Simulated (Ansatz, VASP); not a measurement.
Au in VASP and in Ansatz

File POSCAR:

```
Au
1.0
    1.4113099650     -2.5559330250     -0.0529241237
    1.4113099650      2.5559330250     -0.0529241237
   -0.1834938604      0.0000000000      4.8931696100
Au
2
Direct
    0.6653279700      0.3346720300      0.2500000000
    0.3346720300      0.6653279700      0.7500000000
```

The input INCAR.step1:

```
SYSTEM = Au
PREC = Accurate
ENCUT = 520
ISMEAR = 0
SIGMA = 0.15
LREAL = .FALSE.
LASPH = .TRUE.
NELM = 100
NBANDS = 18
GGA = PE
ALGO = Normal
EDIFF = 1E-4
LWAVE = .TRUE.
LCHARG = .FALSE.
```

Contents of INCAR.step2:

```
SYSTEM = Au
PREC = Accurate
ENCUT = 520
EDIFF = 1E-6
ISMEAR = 0
SIGMA = 0.15
LREAL = .FALSE.
LASPH = .TRUE.
NELM = 100
ALGO = Normal
ISIF = 2
LWAVE = .FALSE.
LCHARG = .FALSE.
METAGGA = R2SCAN
LMIXTAU = .TRUE.
NBANDS = 18
ISTART = 1
```

File KPOINTS:

```
Automatic mesh
0
G
  20 20 10
  0 0 0
```

Input for Ansatz:

```yaml
crystal:
  lattice:
    - [1.411309965, -2.555933025, -0.0529241237]
    - [1.411309965, 2.555933025, -0.0529241237]
    - [-0.1834938604, 0.0, 4.89316961]
  atoms:
    - { symbol: Au, position: [0.66532797, 0.33467203, 0.25] }
    - { symbol: Au, position: [0.33467203, 0.66532797, 0.75] }
basis:
  ecutwfc: 500
kpoints:
  mp_grid: { grid: [20, 20, 10] }
hamiltonian:
  xc: r2scan
scf:
  occupations: { method: gaussian, width: 0.15 }
output:
  forces: true
  stress: true
  eigenvalues: true
  write_density: true
  write_potential: true
  elf: true
  volumetric_format: npy
```

Change from the starting cell: strain -0.0750 x Voigt [0, 0, 0, 0, 1, 0], atoms carried along.

Alike in both runs: task single point; functional r2SCAN; k mesh 20 × 20 × 10; occupations gaussian, width 0.15 eV; no spin polarisation.

|  | VASP | Ansatz |
| --- | --- | --- |
| version | VASP 6.6.1 | Ansatz 0.2.0 |
| potentials or method | VASP PAW PBE potentials, release 64 (Au), cutoff 520 eV | scalar-relativistic, plane waves, PAW |
| valence electrons in the cell | 22 | 38 |

Ansatz gave:

```
gap on the k mesh at the Fermi level (eV)                     : none
pressure (GPa)                                                : 0.1
traceless stress, the component that is largest in VASP (GPa) : 1.10
rms of the force components (eV/Å)                            : 0.022
```

Problem. Estimate VASP's values.

Solution. gap on the k mesh at the Fermi level (eV): none; pressure (GPa): 0.4; traceless stress, the component that is largest in VASP (GPa): 1.13; rms of the force components (eV/Å): 0.023.

VASP's potentials were made for PBE, not for r2SCAN. Atom by atom the forces differ by 0.001 eV/Å (rms over components). A gap of «none» marks a metal or a gap that the smearing closes. With one functional, cell and mesh, what is left measures potentials, basis and numerics. VASP's potentials hold 22 valence electrons a cell and Ansatz's 38, so a difference there can come from the potentials and not from the codes.

Neither program's run includes spin-orbit coupling.
